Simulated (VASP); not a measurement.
The system is KCl (Sylvite).

```
K Cl
1.0
     0.00000    3.14485    3.14485
     3.14485    0.00000    3.14485
     3.14485    3.14485    0.00000
K Cl
1 1
Direct
  0.00000 0.00000 0.00000
  0.50000 0.50000 0.50000
```

Base run:

```yaml
Program: VASP 6.6.1
Functional: r2SCAN
Potentials_or_basis: VASP PAW PBE potentials, release 64 (K_sv, Cl)
Cutoff: 520 eV
k_mesh: 8 × 8 × 8
Occupations: gaussian, width 0.01 eV
Spin: no spin polarisation
```

Its results: band gap on the k mesh 5.84 eV, direct; pressure 0.0 GPa.

**Question.** The run is repeated on the same cell with these changes: functional from r2SCAN to LDA; potentials or basis from VASP PAW PBE potentials, release 64 (K_sv, Cl) to VASP PAW LDA potentials, release 64 (K_sv, Cl). What comes out?

**Answer.** Band gap on the k mesh 4.75 eV, direct; pressure -1.9 GPa.

Caveats: the PAW data sets were made with another functional, which shifts forces and pressure a little (some runs).

A k mesh can miss the band edges.
